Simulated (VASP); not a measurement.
MgS: relaxation of cell and atoms with LDA

MgS:

```xyz
2
Lattice="2.5642 2.5642 0.0000 -2.5642 2.5642 0.0000 0.0000 2.5642 2.5642" Properties=species:S:1:pos:R:3 pbc="T T T"
Mg    0.0000    0.0000    0.0000
S     0.0000    2.5642    0.0000
```

| Property | Result |
| --- | --- |
| Program | VASP 6.6.1 |
| Task | relaxation of cell and atoms |
| Functional | LDA |
| Potentials or basis | VASP PAW LDA potentials, release 64 (Mg, S) |
| Cutoff | 600 eV |
| k mesh | 8 × 8 × 8 |
| Occupations | gaussian, width 0.01 eV |
| Spin | no spin polarisation |
| Target pressure | 10 GPa |
| Dipole correction | no |
| Further INCAR settings | ALGO = Normal; EDIFF = 1e-06; IBRION = 2; EDIFFG = -0.002; NSW = 100; ISIF = 3 |

```json
{"Relaxed volume": "15.22 Å³/atom", "Relaxed cell": "a = 3.505 Å, b = 3.505 Å, c = 3.505 Å, α = 60.00°, β = 60.00°, γ = 90.00°", "Space group after relaxing (to 0.05 Å)": "Fm-3m (No. 225)", "Energy change on relaxing (the enthalpy is what falls)": "+44.0 meV/atom", "Ionic steps": "6", "Pressure after relaxing": "10.0 GPa", "Band gap on the k mesh": "2.86 eV, indirect (least direct gap 4.75 eV)"}
```

Step by step:
| step | energy change (eV) | largest force (eV/Å) | pressure (GPa) | volume (Å³) |
| --- | --- | --- | --- | --- |
| 1 | 0.0000 | 0.0000 | -0.53 | 33.72 |
| 2 | 0.2505 | 0.0000 | 18.73 | 28.60 |
| 3 | 0.0872 | 0.0000 | 9.93 | 30.45 |
| 4 | 0.0912 | 0.0000 | 10.20 | 30.39 |
| 5 | 0.0863 | 0.0000 | 9.89 | 30.46 |
| 6 | 0.0880 | 0.0000 | 10.00 | 30.44 |

Final structure:
```yaml
crystal:
  lattice:
    - [2.47809, 2.47809, 0.00000]
    - [-2.47809, 2.47809, 0.00000]
    - [0.00000, 2.47809, 2.47809]
  atoms:
    - { symbol: Mg, position: [0.00000, 0.00000, 0.00000] }
    - { symbol: S, position: [0.50000, 0.50000, 0.00000] }
```

Levels at points of the mesh, in eV from the valence-band top:
```
           k point  band 1  band 2  band 3  band 4  band 5  band 6  band 7  band 8
(0.00, 0.00, 0.00)  -13.57    0.00    0.00    0.00    4.75    7.69    7.69    7.69
(0.50, 0.00, 0.00)  -11.82   -5.74   -0.79   -0.79    4.58    6.89    6.89   11.37
(0.50, 0.50, 0.00)  -11.31   -5.08   -2.06   -2.06    2.86    3.74   13.15   13.29
```

Run time: 14 s on 1 thread of Intel(R) Xeon(R) 6975P-C (Granite Rapids), on a shared host, peak memory 0.16 GiB.

Caveat: the cell is relaxed towards a set pressure, so the enthalpy falls and the energy may rise. LDA gaps usually lie below the measured ones, often by a third to a half.
